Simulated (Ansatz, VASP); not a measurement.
InSb3 in VASP and in Ansatz

INCAR

```
PREC     = Accurate       # precision mode
ENCUT    = 520            # plane-wave cutoff, eV
EDIFF    = 1E-6           # SCF threshold, eV
ISMEAR   = -1             # smearing method
SIGMA    = 0.05           # smearing width, eV
LREAL    = F              # projectors in reciprocal space
LASPH    = T              # aspherical terms in the spheres
NELM     = 60             # most SCF steps
ALGO     = Normal         # electronic algorithm
ISIF     = 2              # what is computed and relaxed
LWAVE    = F              # write WAVECAR
LCHARG   = T              # write CHGCAR
LELF     = T              # ELF
LVHAR    = T            
NBANDS   = 22             # bands
```

Contents of KPOINTS:

```
Automatic mesh
0
Gamma
  6 6 6
```

The input POSCAR:

```
InSb3
1.0
    4.9006334225      0.0000000000      0.0000000000
    0.0000000000      4.9006334225      0.0000000000
    0.0000000000      0.0000000000      4.9006334225
Sb In
3 1
Direct
    0.5000000000      0.5000000000      0.0000000000
    0.0000000000      0.5000000000      0.5000000000
    0.5000000000      0.0000000000      0.5000000000
    0.0000000000      0.0000000000      0.0000000000
```

input.yaml

```yaml
crystal:
  lattice:
    - [4.9006334225, 0.0, 0.0]
    - [0.0, 4.9006334225, 0.0]
    - [0.0, 0.0, 4.9006334225]
  atoms:
    - { symbol: Sb, position: [0.5, 0.5, 0.0] }
    - { symbol: Sb, position: [0.0, 0.5, 0.5] }
    - { symbol: Sb, position: [0.5, 0.0, 0.5] }
    - { symbol: In, position: [0.0, 0.0, 0.0] }
kpoints:
  mp_grid: { grid: [6, 6, 6] }
scf:
  occupations: { method: fermi_dirac, width: 0.05 }
hamiltonian:
  xc: lda
  pseudopotentials: { kind: all_electron, lapw: { basis_error: 0.002 } }
output:
  forces: true
  stress: true
  eigenvalues: true
```

Change from the starting cell: volume scaled by 1.06.

Alike in both runs: task single point; functional LDA; k mesh 6 × 6 × 6; occupations fermi-dirac, width 0.05 eV; no spin polarisation.

|  | VASP | Ansatz |
| --- | --- | --- |
| version | VASP 6.6.1 | Ansatz 0.2.0 |
| potentials or method | VASP PAW LDA potentials, release 64 (Sb, In_d), cutoff 520 eV | all-electron LAPW, scalar-relativistic |

|  | VASP | Ansatz | Ansatz less VASP |
| --- | --- | --- | --- |
| gap on the k mesh at the Fermi level (eV) | none | none | - |
| pressure (GPa) | -5.9 | -5.9 | +0.02 |

LDA's correlation is that of Perdew and Zunger in VASP and of Perdew and Wang (1992) in Ansatz. A gap of «none» marks a metal or a gap that the smearing closes. Ansatz ran all-electron here, and VASP with PAW potentials.

Neither program's run includes spin-orbit coupling.
